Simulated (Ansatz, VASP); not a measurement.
## C in VASP and in Ansatz

Contents of INCAR:

```
SYSTEM = C
ALGO = Normal
EDIFF = 1E-6
ENCUT = 600
GGA_COMPAT = .FALSE.
ISIF = 2
ISMEAR = 0
LASPH = .TRUE.
LCHARG = .FALSE.
LREAL = .FALSE.
LWAVE = .FALSE.
NBANDS = 11
NELM = 120
PREC = Accurate
SIGMA = 0.01
```

The input KPOINTS:

```
k-points
0
G
  6 6 6
  0 0 0
```

Contents of POSCAR:

```
C
1.0
    0.0000000000      1.7801241411      1.7801241411
    1.7801241411      0.0000000000      1.7801241411
    1.7801241411      1.7801241411      0.0000000000
C
2
Direct
    0.0000000000      0.0000000000      0.0000000000
    0.2500000000      0.2500000000      0.2500000000
```

Input for Ansatz:

```yaml
crystal:
  lattice:
    - [0.0, 1.7801241411, 1.7801241411]
    - [1.7801241411, 0.0, 1.7801241411]
    - [1.7801241411, 1.7801241411, 0.0]
  atoms:
    - { symbol: C, position: [0.0, 0.0, 0.0] }
    - { symbol: C, position: [0.25, 0.25, 0.25] }
kpoints:
  mp_grid: { grid: [6, 6, 6] }
hamiltonian:
  xc: lda
scf:
  occupations: { method: fixed }
output:
  optics:
    e_range: [0, 10]
    de: 0.1
    sigma: 0.25
    scissors: 0
    scheme: fermi_dirac
    bands: scf
  write_density: true
  write_potential: true
  elf: true
  volumetric_format: npy
```

Alike in both runs: task single point; functional LDA; k mesh 6 × 6 × 6; no spin polarisation.

|  | VASP | Ansatz |
| --- | --- | --- |
| version | VASP 6.6.1 | Ansatz 0.2.0 |
| potentials or method | VASP PAW LDA potentials, release 64 (C) | plane waves, PAW |
| plane-wave cutoff (eV) | 600 | 420 |
| occupations | gaussian, width 0.01 eV | fixed |
| valence electrons in the cell | 8 | 8 |

|  | VASP | Ansatz | Ansatz less VASP |
| --- | --- | --- | --- |
| gap on the k mesh at the Fermi level (eV) | 4.14 | 4.14 | +0.004 |

LDA's correlation is that of Perdew and Zunger in VASP and of Perdew and Wang (1992) in Ansatz.

The k mesh is coarse, so the values compare programs but aren't converged.
